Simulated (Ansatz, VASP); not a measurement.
V in VASP and in Ansatz

The input INCAR:

```
SYSTEM = V
  PREC = Accurate
  ENCUT = 520
  EDIFF = 1E-7
  ISMEAR = 0
  SIGMA = 1.0
  LREAL = .False.
  LASPH = .True.
  NELM = 60
  ALGO = Normal
  ISIF = 2
  LWAVE = .False.
  LCHARG = .False.
  GGA = PE
  NBANDS = 12
```

KPOINTS

```
Automatic mesh
0
Gamma
  15 15 15
  0 0 0
```

File POSCAR:

```
V
1.0
   -1.4991761207      1.4991761207      1.4991761207
    1.4991761207     -1.4991761207      1.4991761207
    1.4991761207      1.4991761207     -1.4991761207
V
1
Direct
    0.0000000000      0.0000000000      0.0000000000
```

Input for Ansatz:

```yaml
crystal:
  lattice:
    - [-1.4991761207, 1.4991761207, 1.4991761207]
    - [1.4991761207, -1.4991761207, 1.4991761207]
    - [1.4991761207, 1.4991761207, -1.4991761207]
  atoms:
    - { symbol: V, position: [0.0, 0.0, 0.0] }
hamiltonian:
  xc: pbe
  pseudopotentials:
    kind: paw
    azcp:
      V: "pseudopotentials/V.paw.azcp"
basis:
  ecutwfc: 420
  fft_grid_basis: typed
kpoints:
  mp_grid: { grid: [15, 15, 15], shift: [0, 0, 0] }
magnetization:
  spin_polarized: false
scf:
  occupations: { method: gaussian, width: 1.0 }
  lower_state_search: "off"
output:
  stress: true
  write_density: true
  write_potential: true
  elf: true
  volumetric_format: npy
```

Alike in both runs: task single point; functional PBE; k mesh 15 × 15 × 15; occupations gaussian, width 1 eV; no spin polarisation.

|  | VASP | Ansatz |
| --- | --- | --- |
| version | VASP 6.6.1 | Ansatz 0.2.0 |
| potentials or method | VASP PAW PBE potentials, release 64 (V_sv), cutoff 520 eV | plane waves (420 eV) with PAW, scalar-relativistic |
| valence electrons in the cell | 13 | 13 |

|  | VASP | Ansatz | Ansatz less VASP |
| --- | --- | --- | --- |
| pressure (GPa) | 4.5 | 4.3 | -0.24 |

With one functional, cell and mesh, what is left measures potentials, basis and numerics.
